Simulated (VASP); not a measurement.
**CoSn3: single point with r2SCAN**

CoSn3:

```
CELL_PARAMETERS angstrom
4.63862 0.00000 0.00000
0.00000 4.63862 0.00000
0.00000 0.00000 4.63862
ATOMIC_POSITIONS crystal
Sn 0.00000 0.50000 0.50000
Sn 0.50000 0.00000 0.50000
Sn 0.50000 0.50000 0.00000
Co 0.00000 0.00000 0.00000
```

```yaml
Program: VASP 6.6.1
Task: single point
Functional: r2SCAN
Potentials_or_basis: VASP PAW PBE potentials, release 64 (Sn_d, Co)
Cutoff: 520 eV
k_mesh: 10 × 10 × 10
Occupations: gaussian, width 0.1 eV
Spin: collinear spin, ferromagnetic start
Starting_moments: "[0.0, 0.0, 0.0, 2.0] μB"
```

* Pressure: -4.5 GPa
* Net moment: 2.11 μB per cell
* Site moments: Sn -0.01; Co +2.16 μB
* Valence electrons inside the program's atomic spheres: Sn 12.17; Co 7.67

Levels at points of the mesh, in eV from the Fermi level:
Spin up:
```
           k point  band 24  band 25  band 26  band 27  band 28  band 29  band 30  band 31
(0.00, 0.00, 0.00)    -3.36    -2.34    -2.34    -0.27     2.79     2.79     2.79     4.24
(0.50, 0.00, 0.00)    -1.39    -1.39    -0.60    -0.47    -0.47     0.77     1.09     4.94
(0.50, 0.50, 0.00)    -2.65    -0.34     0.06     0.87     0.87     0.92     0.92     3.04
(0.50, 0.50, 0.50)    -3.30    -3.30    -2.69    -2.69    -1.63     6.75     6.75     7.27
```
Spin down:
```tsv
k point	band 21	band 22	band 23	band 24	band 25	band 26	band 27	band 28
(0.00, 0.00, 0.00)	-3.40	-1.20	-1.19	0.01	0.01	0.01	0.19	2.72
(0.50, 0.00, 0.00)	-2.18	-1.55	-0.54	-0.54	-0.23	0.03	0.71	0.71
(0.50, 0.50, 0.00)	-1.47	-1.08	-1.08	-0.52	0.12	0.57	0.87	0.87
(0.50, 0.50, 0.50)	-4.12	-4.11	-1.44	-1.44	-1.25	0.44	0.44	0.44
```

Wall time 36 min on 1 thread of Oxide Virtual Turin-like Processor, with other jobs on the host, peak memory 0.43 GiB.

Caveat: the cell stands under tension; the PAW data sets were made with another functional, which shifts forces and pressure a little; spin-orbit coupling is left out, which moves the levels of the heavy elements.
